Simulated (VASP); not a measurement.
Write the native input for VASP 6.6.1 that does the following.

* Task: single point
* Functional: r2SCAN
* Potentials or basis: VASP PAW PBE potentials, release 64 (Pt)
* Cutoff: 520 eV
* k mesh: 20 × 20 × 20
* Occupations: gaussian, width 0.15 eV
* Spin: no spin polarisation
* Dipole correction: no
* Further INCAR settings: ALGO = Normal; EDIFF = 1e-06; NBANDS = 17

Crystal: Pt.

```
CELL_PARAMETERS angstrom
0.00000 -3.13897 0.00000
-3.13897 0.00000 0.00000
0.00000 0.00000 -3.13897
ATOMIC_POSITIONS crystal
Pt 0.49080 0.49080 0.49080
Pt 0.00920 0.00920 0.00920
```

This cell differs from its parent crystal: atoms displaced along a vibrational mode.

One way to write it, as run:

POSCAR

```
Pt
1.0
    0.0000000000     -3.1389727827      0.0000000000
   -3.1389727827      0.0000000000      0.0000000000
    0.0000000000      0.0000000000     -3.1389727827
Pt
2
Direct
    0.4908035158      0.4908035158      0.4908035158
    0.0091964842      0.0091964842      0.0091964842
```

INCAR.step1

```
PREC = Accurate ; ENCUT = 520
ISMEAR = 0 ; SIGMA = 0.15
LREAL = False ; LASPH = True
NELM = 80 ; NBANDS = 17
GGA = PE ; ALGO = Normal
EDIFF = 1E-4 ; LWAVE = True
LCHARG = False
```

INCAR.step2

```
PREC = Accurate ; ENCUT = 520
EDIFF = 1E-6 ; ISMEAR = 0
SIGMA = 0.15 ; LREAL = False
LASPH = True ; NELM = 80
ALGO = Normal ; ISIF = 2
LWAVE = False ; LCHARG = False
METAGGA = R2SCAN ; LMIXTAU = True
NBANDS = 17 ; ISTART = 1
```

KPOINTS

```
regular mesh
0
Gamma
  20 20 20
```

Potentials or basis: VASP PAW PBE potentials, release 64 (Pt).

Run with:

```console
$ cat potpaw_PBE.64/Pt/POTCAR > POTCAR
$ cp INCAR.step1 INCAR
$ mpirun -np 1 vasp_std > vasp.out
$ cp INCAR.step2 INCAR
$ mpirun -np 1 vasp_std > vasp.out
```

It gave:

* Pressure: 1.9 GPa
* Largest force: 0.800 eV/Å
* Band gap on the k mesh: zero (bands 10 and 11 overlap by 1.53 eV)

Caveat: the cell differs from its parent crystal (atoms displaced along a vibrational mode); the PAW data sets were made with another functional, which shifts forces and pressure a little; spin-orbit coupling is left out, which moves the levels of the heavy elements.

Run time: 13 min on 1 thread of Intel Xeon 8259CL (shared host), peak memory 0.43 GiB.
